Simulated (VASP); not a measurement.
# LuBr (P6_3mc) in VASP: further runs

Aim: see how the results for LuBr move with the level of theory and the settings. Levels: PBE, r2SCAN. Tasks: single point.

All numbers are computed with VASP 6.6.1; they aren't measurements. Logs are shortened: lines on timing, memory, paths and dates and some standing lists are left out, and cuts for length are marked.

**1. The cell of the first run**

The structure is hexagonal, space group P6_3mc (No. 186). The conventional cell has a = 3.607 Å, b = 3.607 Å, c = 9.872 Å, α = 90.00°, β = 90.00°, γ = 120.00°. Lu (site symmetry 3m) has 4 Br at 2.83 to 2.96 Å and 6 Lu at 3.61 Å within 3.7 Å. Within 3.7 Å of Br (site symmetry 3m) lie 4 Lu at 2.83 to 2.96 Å and 6 Br at 3.61 Å.

**2. Single point, PBE**

Contents of INCAR:

```
ALGO = Normal ; EDIFF = 1E-6
ENCUT = 520 ; GGA = PE
ISIF = 2 ; ISMEAR = 1
LASPH = T ; LCHARG = F
LREAL = F ; LWAVE = F
NBANDS = 40 ; NELM = 100
PREC = Accurate ; SIGMA = 0.05
```

Contents of KPOINTS:

```
k-points
0
Gamma
  7 7 3
```

Contents of POSCAR:

```
LuBr
1.0
    3.6068742112      0.0000000000      0.0000000000
   -1.8034371056      3.1236446952      0.0000000000
    0.0000000000      0.0000000000      9.8717490000
Lu Br
2 2
Direct
    0.6666666667      0.3333333333      0.8309900000
    0.3333333333      0.6666666667      0.3309900000
    0.6666666667      0.3333333333      0.5440110000
    0.3333333333      0.6666666667      0.0440110000
```

Potentials or basis: VASP PAW PBE potentials, release 64 (Lu, Br).

The run is started by

```console
cat potpaw_PBE.64/Lu/POTCAR potpaw_PBE.64/Br/POTCAR > POTCAR
mpirun -np 1 vasp_std > vasp.out
```

OUTCAR:

```text
EDIFF = 1E-6
   ENCUT = 520
   GGA = PE
   ISIF = 2
   ISMEAR = 1
   LASPH = T
   LREAL = F
   NELM = 100
   PREC = Accurate

 ion  position               nearest neighbor table
   1  0.667  0.333  0.831-   3 2.83   4 2.96   4 2.96   4 2.96
   2  0.333  0.667  0.331-   4 2.83   3 2.96   3 2.96   3 2.96
   3  0.667  0.333  0.544-   1 2.83   2 2.96   2 2.96   2 2.96
   4  0.333  0.667  0.044-   2 2.83   1 2.96   1 2.96   1 2.96

  LATTYP: Found a hexagonal cell.
 ALAT       =     3.6068742112
 C/A-ratio  =     2.7369263307

  Lattice vectors:

 A1 = (   3.6068742112,   0.0000000000,   0.0000000000)
 A2 = (  -1.8034371056,   3.1236446952,   0.0000000000)
 A3 = (   0.0000000000,   0.0000000000,   9.8717490000)

Analysis of symmetry for initial positions (statically):
=====================================================================
 Subroutine PRICEL returns:
 Original cell was already a primitive cell.

 Routine SETGRP: Setting up the symmetry group for a
 hexagonal supercell.

 Subroutine GETGRP returns: Found 12 space group operations
 (whereof  6 operations were pure point group operations)
 out of a pool of 24 trial point group operations.

The static configuration has the point symmetry C_3v.
 The point group associated with its full space group is C_6v.

Analysis of symmetry for dynamics (positions and initial velocities):
=====================================================================
 Subroutine PRICEL returns:
 Original cell was already a primitive cell.

 Routine SETGRP: Setting up the symmetry group for a
 hexagonal supercell.

 Subroutine GETGRP returns: Found 12 space group operations
 (whereof  6 operations were pure point group operations)
 out of a pool of 24 trial point group operations.

The dynamic configuration has the point symmetry C_3v.
 The point group associated with its full space group is C_6v.

 Subroutine INISYM returns: Found 12 space group operations
 (whereof  6 operations are pure point group operations),
 and found     1 'primitive' translations

----------------------------------------------------------------------------------------

                                     Primitive cell

  volume of cell :     111.2210

  direct lattice vectors                    reciprocal lattice vectors
     3.606874211  0.000000000  0.000000000     0.277248371  0.160069422  0.000000000
    -1.803437106  3.123644695  0.000000000     0.000000000  0.320138843  0.000000000
     0.000000000  0.000000000  9.871749000     0.000000000  0.000000000  0.101299172

  length of vectors
     3.606874211  3.606874211  9.871749000     0.320138843  0.320138843  0.101299172

  position of ions in fractional coordinates (direct lattice)
     0.666666667  0.333333333  0.830990000
     0.333333333  0.666666667  0.330990000
     0.666666667  0.333333333  0.544011000
     0.333333333  0.666666667  0.044011000

  ion indices of the primitive-cell ions
   primitive index   ion index
                 1           1
                 2           2
                 3           3
                 4           4

----------------------------------------------------------------------------------------

 KPOINTS: k-points

Automatic generation of k-mesh.
 Grid dimensions read from file:
 generate k-points for:    7    7    3

 Generating k-lattice:

  Cartesian coordinates                     Fractional coordinates (reciprocal lattice)
     0.039606910  0.022867060  0.000000000     0.142857143 -0.000000000  0.000000000
     0.000000000  0.045734120  0.000000000     0.000000000  0.142857143  0.000000000
     0.000000000  0.000000000  0.033766391     0.000000000  0.000000000  0.333333333

  Length of vectors
     0.045734120  0.045734120  0.033766391

  Shift w.r.t. Gamma in fractional coordinates (k-lattice)
     0.000000000  0.000000000  0.000000000

 Subroutine IBZKPT returns following result:
 ===========================================

 Found     16 irreducible k-points:

 Following reciprocal coordinates:
            Coordinates               Weight
  0.000000  0.000000  0.000000      1.000000
  0.142857  0.000000  0.000000      6.000000
  0.285714  0.000000  0.000000      6.000000
  0.428571 -0.000000  0.000000      6.000000
  0.142857  0.142857  0.000000      6.000000
  0.285714  0.142857  0.000000     12.000000
[... 8 lines left out ...]
  0.428571  0.142857  0.333333     12.000000
  0.285714  0.285714  0.333333     12.000000
   k-points           NKPTS =     16   k-points in BZ     NKDIM =     16   number of bands    NBANDS=     40
   number of dos      NEDOS =    301   number of ions     NIONS =      4
   total plane-waves  NPLWV =  62720
   dimension x,y,z NGX =    28 NGY =   28 NGZ =   80
   dimension x,y,z NGXF=    56 NGYF=   56 NGZF=  160
   ions per type =               2   2
   NGX,Y,Z   is equivalent  to a cutoff of  12.91, 12.91, 13.47 a.u.
   NGXF,Y,Z  is equivalent  to a cutoff of  25.81, 25.81, 26.94 a.u.
 SYSTEM =  unknown system
   PREC   = accura    normal or accurate (medium, high low for compatibility)
   ISTART =      0    job   : 0-new  1-cont  2-samecut
   ICHARG =      2    charge: 1-file 2-atom 10-const
   ISPIN  =      1    spin polarized calculation?
   LNONCOLLINEAR =      F non collinear calculations
   LSORBIT =      F    spin-orbit coupling
   LASPH  =      T    aspherical Exc in radial PAW
   ENCUT  =  520.0 eV  38.22 Ry    6.18 a.u.   6.71  6.71 18.35*2*pi/ulx,y,z
   NELM   =    100;   NELMIN=  2; NELMDL= -5     # of ELM steps
   EDIFF  = 0.1E-05   stopping-criterion for ELM
   LREAL  =      F    real-space projection
   EDIFFG = 0.1E-04   stopping-criterion for IOM
   NSW    =      0    number of steps for IOM
   IBRION =     -1    ionic relax: 0-MD 1-quasi-New 2-CG
   NFREE  =      0    steps in history (QN), initial steepest desc. (CG)
   ISIF   =      2    stress and relaxation
   ISYM   =      2    0-nonsym 1-usesym 2-fastsym
   POTIM  = 0.5000    time-step for ionic-motion
   TEBEG  =    0.0;   TEEND  =   0.0 temperature during run
   PSTRESS=    0.0 pullay stress
   NELECT =      64.0000    total number of electrons
   NUPDOWN=      -1.0000    fix difference up-down
   EMIN   =  10.00;   EMAX   =-10.00  energy-range for DOS
   EFERMI =   0.00;   METHOD = LEGACY
   ISMEAR =     1;   SIGMA  =   0.05  broadening in eV -4-tet -1-fermi 0-gaus
   EFERMI_NEDOS =   21; number of points for ismear=-14 and -15
   IALGO  =     38    algorithm
   IMIX   =      4    mixing-type and parameters
     AMIX     =   0.40;   BMIX     =  1.00
     AMIX_MAG =   1.60;   BMIX_MAG =  1.00
  volume/ion in A,a.u.               =      27.81       187.64
  Fermi-wavevector in a.u.,A,eV,Ry     =   1.361672  2.573187 25.227259  1.854151
  Thomas-Fermi vector in A             =   2.488228
   LORBIT       =      0    0 simple, 1 ext, 2 COOP (PROOUT), +10 PAW based schemes
   GGA     = PE    functional components
   LHFCALC =     F    Hartree Fock is set to
   AEXX    =    0.0000 exact exchange contribution
   IVDW    =     0    specifies the selected vdW correction
   LEPSILON=     F    determine dielectric tensor
   LRPA    =     F    only Hartree local field effects (RPA)
 non-spin polarized calculation
 Methfessel and Paxton  Order N= 1 SIGMA  =   0.05
  energy-cutoff  :      520.00
  volume of cell :      111.22
 maximum number of plane-waves:      3049
 NGX is ok and might be reduce to    28
   NGX = 13   NGY = 13   NGZ = 37

 number of electron      64.0000000 magnetization

 Free energy of the ion-electron system (eV)
  ---------------------------------------------------
  ext. energy  EPLUGINS =         0.00000000
  ---------------------------------------------------
  free energy    TOTEN  =       -15.88505827 eV

  energy without entropy =      -15.88392321  energy(sigma->0) =      -15.88467992

 E-fermi :   3.8632     XC(G=0):  -9.8825

 val. band max:        3.8631462717   @ k =   0.2857   0.1429   0.0000
 cond. band min:       3.9896093686   @ k =   0.2857   0.0000   0.0000
 fundamental gap:      0.1264630970
 Fermi energy:         3.8631879498

 k-point     1 :       0.0000    0.0000    0.0000
  band No.  band energies     occupation
      1     -53.4822      2.00000
      2     -53.4822      2.00000
      3     -24.3127      2.00000
      4     -24.2916      2.00000
      5     -23.9519      2.00000
      6     -23.9519      2.00000
[... 32 lines left out ...]
     39       6.7375      0.00000
     40       6.7463      0.00000

 k-point     2 :       0.1429    0.0000    0.0000
  band No.  band energies     occupation
      1     -53.4803      2.00000
      2     -53.4802      2.00000
      3     -24.3037      2.00000
      4     -24.2845      2.00000
      5     -23.9990      2.00000
      6     -23.9988      2.00000
[... 32 lines left out ...]
     39       6.6629      0.00000
     40       7.2756      0.00000

 k-point     3 :       0.2857    0.0000    0.0000
  band No.  band energies     occupation
      1     -53.4759      2.00000
      2     -53.4758      2.00000
      3     -24.2830      2.00000
      4     -24.2689      2.00000
      5     -24.1032      2.00000
      6     -24.1028      2.00000
[... 32 lines left out ...]
     39       7.2083      0.00000
     40       7.3724      0.00000

 k-point     4 :       0.4286   -0.0000    0.0000
  band No.  band energies     occupation
      1     -53.4723      2.00000
      2     -53.4723      2.00000
      3     -24.2653      2.00000
      4     -24.2572      2.00000
      5     -24.1851      2.00000
      6     -24.1847      2.00000
[... 32 lines left out ...]
     39       7.7419      0.00000
     40       8.2220      0.00000
[... 428 lines left out ...]
     39       7.2875      0.00000
     40       7.7906      0.00000

 k-point    15 :       0.4286    0.1429    0.3333
  band No.  band energies     occupation
      1     -53.4713      2.00000
      2     -53.4713      2.00000
      3     -24.2584      2.00000
      4     -24.2557      2.00000
      5     -24.1817      2.00000
      6     -24.1815      2.00000
[... 32 lines left out ...]
     39       7.6784      0.00000
     40       7.8390      0.00000

 k-point    16 :       0.2857    0.2857    0.3333
  band No.  band energies     occupation
      1     -53.4709      2.00000
      2     -53.4709      2.00000
      3     -24.2562      2.00000
      4     -24.2543      2.00000
      5     -24.1493      2.00000
      6     -24.1490      2.00000
[... 32 lines left out ...]
     39       7.6338      0.00000
     40       8.0719      0.00000

------------------------ aborting loop because EDIFF is reached ----------------------------------------

  FORCE on cell =-STRESS in cart. coord.  units (eV):
  Direction    XX          YY          ZZ          XY          YZ          ZX
  --------------------------------------------------------------------------------------
  -------------------------------------------------------------------------------------
  Total        0.0092427      0.0092427      0.3575506      0.0000000      0.0000000      0.0000000
  in kB        0.1331448      0.1331448      5.1506416      0.0000000      0.0000000      0.0000000
  external PRESSURE =       1.8056438 kB  Pullay stress =       0.0000000 kB

 VOLUME and BASIS-vectors are now :
 -----------------------------------------------------------------------------
  energy-cutoff  :      520.00
  volume of cell :      111.22
      direct lattice vectors                 reciprocal lattice vectors
     3.606874211  0.000000000  0.000000000     0.277248371  0.160069422  0.000000000
    -1.803437106  3.123644695  0.000000000     0.000000000  0.320138843  0.000000000
     0.000000000  0.000000000  9.871749000     0.000000000  0.000000000  0.101299172

 POSITION                                       TOTAL-FORCE (eV/Angst)
 -----------------------------------------------------------------------------------
      1.80344      1.04121      8.20332        -0.000000      0.000000      0.006468
     -0.00000      2.08243      3.26745         0.000000     -0.000000      0.006468
      1.80344      1.04121      5.37034        -0.000000     -0.000000     -0.006468
     -0.00000      2.08243      0.43447        -0.000000     -0.000000     -0.006468
 -----------------------------------------------------------------------------------
    total drift:                                0.000000      0.000000     -0.001089

  FREE ENERGIE OF THE ION-ELECTRON SYSTEM (eV)
  ---------------------------------------------------
  free  energy   TOTEN  =       -15.8850582695 eV

  energy  without entropy=      -15.8839232081  energy(sigma->0) =      -15.88467992
```

Run time: 2 min. Hardware: 1 thread of AMD EPYC 7R43 (Zen 3), shared host; peak memory 0.23 GiB.

What came out:

```yaml
Free_energy: -15.8851 eV
Pressure: 0.2 GPa
Largest_force: 0.006 eV/Å
Band_gap_on_the_k_mesh: zero (band 32 reaches 4.00 eV, above the bottom of band 33 at 3.86 eV)
```

Forces in eV/Å, atoms in the order of the input:
```
Lu   0.000  0.000  0.006
Lu   0.000  0.000  0.006
Br   0.000  0.000 -0.006
Br   0.000  0.000 -0.006
```

Caveat: spin-orbit coupling is left out, which moves the levels of the heavy elements.

(Continued in part 2 of 2.)
